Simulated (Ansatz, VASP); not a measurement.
# One calculation of Ag, two programs

The input INCAR:

```
PREC     = Accurate       # precision mode
ENCUT    = 520            # plane-wave cutoff, eV
EDIFF    = 1E-6           # SCF threshold, eV
ISMEAR   = -1             # smearing method
SIGMA    = 0.1            # smearing width, eV
LREAL    = False          # projectors in reciprocal space
LASPH    = True           # aspherical terms in the spheres
NELM     = 60             # most SCF steps
ALGO     = Normal         # electronic algorithm
ISIF     = 2              # what is computed and relaxed
LWAVE    = False          # write WAVECAR
LCHARG   = False          # write CHGCAR
GGA      = PS             # functional
NBANDS   = 12             # bands
```

The input KPOINTS:

```
regular mesh
0
Gamma
  16 16 16
```

POSCAR

```
Ag
1.0
    0.0000000000      1.8818387028      1.8818387028
    1.8818387028      0.0000000000      1.8818387028
    1.8818387028      1.8818387028      0.0000000000
Ag
1
Direct
    0.0000000000      0.0000000000      0.0000000000
```

Input for Ansatz:

```yaml
crystal:
  lattice:
    - [0.0, 1.8818387028, 1.8818387028]
    - [1.8818387028, 0.0, 1.8818387028]
    - [1.8818387028, 1.8818387028, 0.0]
  atoms:
    - { symbol: Ag, position: [0.0, 0.0, 0.0] }
kpoints:
  mp_grid: { grid: [16, 16, 16] }
scf:
  occupations: { method: fermi_dirac, width: 0.1 }
hamiltonian:
  xc: pbesol
  pseudopotentials: { kind: all_electron, lapw: { basis_error: 0.001 } }
output:
  forces: true
  stress: true
  eigenvalues: true
  populations: true
```

Change from the starting cell: volume scaled by 0.8, LAPW.

Alike in both runs: task single point; functional PBEsol; k mesh 16 × 16 × 16; occupations fermi-dirac, width 0.1 eV; no spin polarisation.

|  | VASP | Ansatz |
| --- | --- | --- |
| version | VASP 6.6.1 | Ansatz 0.2.0 |
| potentials or method | VASP PAW PBE potentials, release 64 (Ag), cutoff 520 eV | all-electron LAPW, scalar-relativistic |

```csv
,VASP,Ansatz,Ansatz less VASP
pressure (GPa),49.2,49.8,+0.65
```

VASP's potentials were made for PBE, not for PBEsol. Both programs put the cell under a high pressure, so it lies far from rest at this level. Ansatz ran all-electron here, and VASP with PAW potentials.
